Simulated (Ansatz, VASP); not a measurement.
## PtSe2 in VASP and in Ansatz

The input INCAR:

```
ALGO = Normal
EDIFF = 1E-7
ENCUT = 520
GGA = PS
ISIF = 2
ISMEAR = 0
LASPH = T
LCHARG = F
LREAL = F
LWAVE = F
NBANDS = 18
NELM = 80
PREC = Accurate
SIGMA = 0.15
```

Contents of KPOINTS:

```
k-points
0
Gamma
  12 12 10
```

File POSCAR:

```
PtSe2
1.0
    4.0219206530      0.0000000000      0.0000000000
   -2.0109603265      3.4830854575      0.0000000000
    0.0000000000      0.0000000000      5.2644800000
Pt Se
1 2
Direct
    0.0000000000      0.0000000000      0.0000000000
    0.3333333333      0.6666666667      0.2500000000
    0.6666666667      0.3333333333      0.7500000000
```

Input for Ansatz:

```yaml
crystal:
  lattice:
    - [4.021920653, 0.0, 0.0]
    - [-2.0109603265, 3.4830854575, 0.0]
    - [0.0, 0.0, 5.26448]
  atoms:
    - { symbol: Pt, position: [0.0, 0.0, 0.0] }
    - { symbol: Se, position: [0.3333333333, 0.6666666667, 0.25] }
    - { symbol: Se, position: [0.6666666667, 0.3333333333, 0.75] }
basis:
  ecutwfc: 420
kpoints:
  mp_grid: { grid: [12, 12, 10] }
hamiltonian:
  xc: pbesol
scf:
  occupations: { method: gaussian, width: 0.15 }
output:
  forces: true
  stress: true
  eigenvalues: true
```

Change from the starting cell: strain +0.080 along x and y, +0.040 along z, atoms carried along.

Alike in both runs: task single point; functional PBEsol; k mesh 12 × 12 × 10; occupations gaussian, width 0.15 eV; no spin polarisation.

|  | VASP | Ansatz |
| --- | --- | --- |
| version | VASP 6.6.1 | Ansatz 0.2.0 |
| potentials or method | VASP PAW PBE potentials, release 64 (Pt, Se), cutoff 520 eV | scalar-relativistic, plane waves, PAW |
| valence electrons in the cell | 22 | 50 |

|  | VASP | Ansatz | Ansatz less VASP |
| --- | --- | --- | --- |
| gap on the k mesh at the Fermi level (eV) | none | none | - |
| pressure (GPa) | -15.1 | -15.0 | +0.03 |
| traceless stress, the component that is largest in VASP (GPa) | 4.34 | 4.35 | +0.010 |
| rms of the force components (eV/Å) | 0.619 | 0.620 | +0.0012 |

VASP's potentials were made for PBE, not for PBEsol. Atom by atom the forces differ by 0.001 eV/Å (rms over components). A gap of «none» marks a metal or a gap that the smearing closes. The functional is the same, so the differences come from potentials, cutoffs and numerics. VASP's potentials hold 22 valence electrons a cell and Ansatz's 50, so a difference there can come from the potentials and not from the codes.

Neither program's run includes spin-orbit coupling.
